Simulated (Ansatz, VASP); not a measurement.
# PbS in VASP and in Ansatz

The input INCAR:

```
SYSTEM = PbS
ALGO     = Normal         ! electronic algorithm
EDIFF    = 1E-6           ! SCF threshold, eV
ENCUT    = 520            ! plane-wave cutoff, eV
GGA      = PE             ! functional
ISIF     = 2              ! what is computed and relaxed
ISMEAR   = -1             ! smearing method
LASPH    = .True.         ! aspherical terms in the spheres
LCHARG   = .False.        ! write CHGCAR
LREAL    = .False.        ! projectors in reciprocal space
LWAVE    = .False.        ! write WAVECAR
NBANDS   = 28             ! bands
NELM     = 100            ! most SCF steps
PREC     = Accurate       ! precision mode
SIGMA    = 0.05           ! smearing width, eV
```

KPOINTS

```
k-points
0
Gamma
  6 6 3
  0 0 0
```

File POSCAR:

```
PbS
1.0
    3.0231266273     -3.0221469750      0.0000000000
    3.0231266273      3.0221469750      0.0000000000
   -1.1131361404      0.0000000000     11.3148030225
Pb S
2 2
Direct
    0.7736346200      0.7736346200      0.6277889900
    0.2263653800      0.2263653800      0.3722110100
    0.2704879500      0.2704879500      0.6102676200
    0.7295120500      0.7295120500      0.3897323800
```

Contents of input.yaml:

```yaml
crystal:
  lattice:
    - [3.0231266273, -3.022146975, 0.0]
    - [3.0231266273, 3.022146975, 0.0]
    - [-1.1131361404, 0.0, 11.3148030225]
  atoms:
    - { symbol: Pb, position: [0.77363462, 0.77363462, 0.62778899] }
    - { symbol: Pb, position: [0.22636538, 0.22636538, 0.37221101] }
    - { symbol: S, position: [0.27048795, 0.27048795, 0.61026762] }
    - { symbol: S, position: [0.72951205, 0.72951205, 0.38973238] }
hamiltonian:
  xc: pbe
  pseudopotentials: { kind: paw }
kpoints:
  mp_grid: { grid: [6, 6, 3] }
scf:
  occupations: { method: fermi_dirac, width: 0.05 }
output:
  forces: true
  stress: true
  eigenvalues: true
```

Alike in both runs: task single point; functional PBE; k mesh 6 × 6 × 3; occupations fermi-dirac, width 0.05 eV; no spin polarisation.

```csv
,VASP,Ansatz
version,VASP 6.6.1,Ansatz 0.2.0
potentials or method,"VASP PAW PBE potentials, release 64 (Pb_d, S)",Ansatz PAW
plane-wave cutoff (eV),520,420
valence electrons in the cell,40,40
```

|  | VASP | Ansatz | Ansatz less VASP |
| --- | --- | --- | --- |
| gap on the k mesh at the Fermi level (eV) | 2.08 | 2.08 | -0.001 |
| least direct gap on the mesh (eV) | 2.13 | 2.13 | 0.000 |
| rms of the force components (eV/Å) | 0.066 | 0.064 | -0.0024 |

Atom by atom the forces differ by 0.002 eV/Å (rms over components).

Neither program's run includes spin-orbit coupling. Noted on Ansatz's run: odd divisions of the mesh miss points on the zone boundary, where band edges often lie, so the gap on the mesh can be too wide.
